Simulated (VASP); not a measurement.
## MgCd3Te4: relaxation of cell and atoms with PBE

MgCd3Te4:

```
Mg Cd Te
1.0
     6.58064    0.00000    0.00000
     0.00000    6.58064    0.00000
     0.00000    0.00000    6.58064
Mg Cd Te
1 3 4
Cartesian
  3.2903 3.2903 3.2903
  0.0000 0.0000 3.2903
  0.0000 3.2903 0.0000
  3.2903 0.0000 0.0000
  4.9181 4.9181 4.9181
  4.9181 1.6626 1.6626
  1.6626 4.9181 1.6626
  1.6626 1.6626 4.9181
```

```
Program                : VASP 6.6.1
Task                   : relaxation of cell and atoms
Functional             : PBE
Potentials or basis    : VASP PAW PBE potentials, release 64 (Mg, Cd, Te)
Cutoff                 : 600 eV
k mesh                 : 4 × 4 × 4
Occupations            : gaussian, width 0.02 eV
Spin                   : no spin polarisation
Dipole correction      : no
Further INCAR settings : ALGO = Normal; EDIFF = 1e-07; IBRION = 2; EDIFFG = -0.01; NSW = 100; ISIF = 3
```

The relaxed volume is 35.83 Å³/atom. The relaxed cell is a = 6.593 Å, b = 6.593 Å, c = 6.593 Å, α = 90.00°, β = 90.00°, γ = 90.00° and the space group after relaxing (to 0.1 Å) is P-43m (No. 215). The energy gained by relaxing is 0.2 meV/atom and the ionic steps are 5. The pressure after relaxing is 0.0 GPa. The band gap on the k mesh is 1.00 eV.

The path:
| step | energy change (eV) | largest force (eV/Å) | pressure (GPa) | volume (Å³) |
| --- | --- | --- | --- | --- |
| 1 | 0.0000 | 0.0284 | 0.20 | 284.97 |
| 2 | -0.0012 | 0.0159 | -0.02 | 286.85 |
| 3 | -0.0012 | 0.0167 | -0.01 | 286.72 |
| 4 | -0.0012 | 0.0114 | -0.01 | 286.69 |
| 5 | -0.0013 | 0.0000 | 0.00 | 286.63 |

Final structure:
```xyz
8
Lattice="6.5933 0.0000 0.0000 0.0000 6.5933 0.0000 0.0000 0.0000 6.5933" Properties=species:S:1:pos:R:3 pbc="T T T"
Mg    3.2967    3.2967    3.2967
Cd    0.0000    0.0000    3.2967
Cd    0.0000    3.2967    0.0000
Cd    3.2967    0.0000    0.0000
Te    4.9254    4.9254    4.9254
Te    4.9254    1.6680    1.6680
Te    1.6680    4.9254    1.6680
Te    1.6680    1.6680    4.9254
```

Levels at points of the mesh, in eV from the valence-band top:
```
           k point  band 29  band 30  band 31  band 32  band 33  band 34
(0.00, 0.00, 0.00)     0.00     0.00     0.00     1.00     2.58     2.58
(0.50, 0.00, 0.00)    -0.96    -0.79    -0.79     2.97     3.07     3.53
(0.50, 0.50, 0.00)    -0.69    -0.67    -0.49     3.08     3.19     3.19
(0.50, 0.50, 0.50)    -0.53    -0.53    -0.53     1.88     1.88     1.88
```

It took 6.9 min on 1 thread of Intel(R) Xeon(R) Platinum 8559C (Emerald Rapids), with other jobs on the host, peak memory 0.5 GiB.

Caveat: spin-orbit coupling is left out, which moves the levels of the heavy elements.
